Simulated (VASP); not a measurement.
A run of VASP 6.6.1 is set up as follows.

INCAR

```
SYSTEM = BN
  ALGO = Normal
  EDIFF = 1E-6
  ENCUT = 520
  GGA = PE
  ISIF = 2
  ISMEAR = 0
  LASPH = .True.
  LCHARG = .False.
  LREAL = .False.
  LWAVE = .False.
  NBANDS = 16
  NELM = 60
  PREC = Accurate
  SIGMA = 0.02
```

File KPOINTS:

```
k-points
0
Gamma
  12 12 4
  0 0 0
```

The input POSCAR:

```
BN
1.0
    2.4492043658      0.0253654360     -0.0267426314
   -1.2026350710      2.0915844486      0.0050658825
   -0.0711416160     -0.0255123960      6.2897714880
B N
2 2
Direct
    0.3425563340      0.6509831621      0.2525490903
    0.7161380316      0.3629387727      0.7561805681
    0.3626832973      0.7349113547      0.7388623671
    0.5786246428      0.2511713219      0.2524079745
```

Potentials or basis: VASP PAW PBE potentials, release 64 (B, N).

The run is started by

```console
$ cat potpaw_PBE.64/B/POTCAR potpaw_PBE.64/N/POTCAR > POTCAR
$ mpirun -np 1 vasp_std > vasp.out
```

(1) Predict the band gap on the k mesh.

(2) Estimate the pressure.

(3) Predict the largest force.

## Answers

(1) 2.69 eV (least direct gap 4.18 eV).

(2) 39.8 GPa.

(3) 8.444 eV/Å.

Caveat: the cell differs from its parent crystal (atoms moved at random and the cell strained at random); the cell stands under pressure; forces of over 1 eV/Å act on the atoms, so gaps and moduli don't describe the material at rest.
